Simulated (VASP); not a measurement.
Write the native input for VASP 6.6.1 that does the following.

```yaml
Task: single point
Functional: PBE
Potentials_or_basis: VASP PAW PBE potentials, release 64 (Ge_d)
Cutoff: 520 eV
k_mesh: 4 × 4 × 4
Occupations: gaussian, width 0.1 eV
Spin: no spin polarisation
Dipole_correction: no
Further_INCAR_settings: ALGO = Normal; EDIFF = 1e-06; NBANDS = 51
```

The structure of Ge lies in POSCAR:

```
Ge
1.0
   -4.1448643487      4.1448643487      4.1448643487
    4.1448643487     -4.1448643487      4.1448643487
    4.1448643487      4.1448643487     -4.1448643487
Ge
6
Direct
    0.6250000000      0.2500000000      0.8750000000
    0.8750000000      0.6250000000      0.2500000000
    0.7500000000      0.6250000000      0.8750000000
    0.2500000000      0.8750000000      0.6250000000
    0.8750000000      0.7500000000      0.6250000000
    0.6250000000      0.8750000000      0.7500000000
```

The input as run:

INCAR

```
  PREC = Accurate
  ENCUT = 520
  EDIFF = 1E-6
  ISMEAR = 0
  SIGMA = 0.1
  LREAL = False
  LASPH = True
  NELM = 100
  ALGO = Normal
  ISIF = 2
  LWAVE = False
  LCHARG = False
  GGA = PE
  NBANDS = 51
```

KPOINTS

```
Automatic mesh
0
Gamma
  4 4 4
```

Potentials or basis: VASP PAW PBE potentials, release 64 (Ge_d).

Run with:

```sh
$ cat potpaw_PBE.64/Ge_d/POTCAR > POTCAR
$ mpirun -np 1 vasp_std > vasp.out
```

It gave:

```yaml
Pressure: 0.0 GPa
Band_gap_on_the_k_mesh: zero (band 42 reaches -0.02 eV, above the bottom of band 43 at -0.53 eV)
```

Run time: 3.1 min on 1 thread of Intel(R) Xeon(R) Platinum 8488C (Sapphire Rapids), on a shared host, peak memory 0.39 GiB.
